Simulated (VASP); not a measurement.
Write the native input for VASP 6.6.1 that does the following.

```yaml
Task: relaxation of cell and atoms
Functional: PBEsol
Potentials_or_basis: VASP PAW PBE potentials, release 64 (Pb_d, S)
Cutoff: 600 eV
k_mesh: 10 × 10 × 10
Occupations: gaussian, width 0.01 eV
Spin: no spin polarisation
Dipole_correction: no
Further_INCAR_settings: ALGO = Normal; EDIFF = 1e-07; IBRION = 2; EDIFFG = -0.002; NSW = 100; ISIF = 3
```

The structure of PbS (sol) lies in POSCAR:

```
PbS
1.0
    0.0000000000      2.9680000000      2.9680000000
    2.9680000000      0.0000000000      2.9680000000
    2.9680000000      2.9680000000      0.0000000000
Pb S
1 1
Direct
    0.0000000000      0.0000000000      0.0000000000
    0.5000000000      0.5000000000      0.5000000000
```

One way to write it, as run:

INCAR

```
PREC = Accurate
ENCUT = 600
EDIFF = 1E-7
ISMEAR = 0
SIGMA = 0.01
LREAL = False
LASPH = True
NELM = 60
ALGO = Normal
ISIF = 3
LWAVE = False
LCHARG = False
GGA = PS
IBRION = 2
NSW = 100
EDIFFG = -0.002
```

KPOINTS

```
regular mesh
0
Gamma
  10 10 10
```

Potentials or basis: VASP PAW PBE potentials, release 64 (Pb_d, S).

Run with:

```sh
$ cat potpaw_PBE.64/Pb_d/POTCAR potpaw_PBE.64/S/POTCAR > POTCAR
$ mpirun -np 1 vasp_std > vasp.out
```

Results of the run:

```
Relaxed volume                         : 25.72 Å³/atom
Relaxed cell                           : a = 4.175 Å, b = 4.175 Å, c = 4.175 Å, α = 60.00°, β = 60.00°, γ = 60.00°
Space group after relaxing (to 0.05 Å) : Fm-3m (No. 225)
Energy gained by relaxing              : 1.3 meV/atom
Ionic steps                            : 3
Pressure after relaxing                : 0.0 GPa
Band gap on the k mesh                 : 0.20 eV, direct
```

Caveat: the PAW data sets were made with another functional, which shifts forces and pressure a little; spin-orbit coupling is left out, which moves the levels of the heavy elements.

It took 110 s on 1 thread of Intel Xeon 6975P-C, with other jobs on the host, peak memory 0.23 GiB.
